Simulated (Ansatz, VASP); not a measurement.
**LaZn in VASP and in Ansatz**

```
CELL_PARAMETERS angstrom
3.75000 -0.01875 -0.01875
-0.01875 3.75000 -0.01875
-0.01875 -0.01875 3.75000
ATOMIC_POSITIONS crystal
La 0.50000 0.50000 0.50000
Zn 0.00000 0.00000 0.00000
```

Change from the starting cell: equal xy, yz and zx shear strains of -1 %, crystal datasets.

Alike in both runs: task electric field gradients; functional LDA; k mesh 9 × 9 × 9; occupations fermi-dirac, width 0.05 eV; no spin polarisation.

```csv
,VASP,Ansatz
version,VASP 6.6.1,Ansatz 0.2.0
potentials or method,"VASP PAW LDA potentials, release 64 (La, Zn), cutoff 520 eV","all-electron PAW with datasets made for the crystal, scalar-relativistic"
```

```tsv
	VASP	Ansatz	Ansatz less VASP
pressure (GPa)	-4.0	-4.0	-0.03
traceless stress, the component that is largest in VASP (GPa)	0.30	0.30	-0.004
size of Vzz on the site where it differs most (V/Å²)	2.7	3.6	+0.84
```

LDA's correlation is that of Perdew and Zunger in VASP and of Perdew and Wang (1992) in Ansatz. Ansatz ran all-electron here, and VASP with PAW potentials.

Spin-orbit coupling is off throughout.
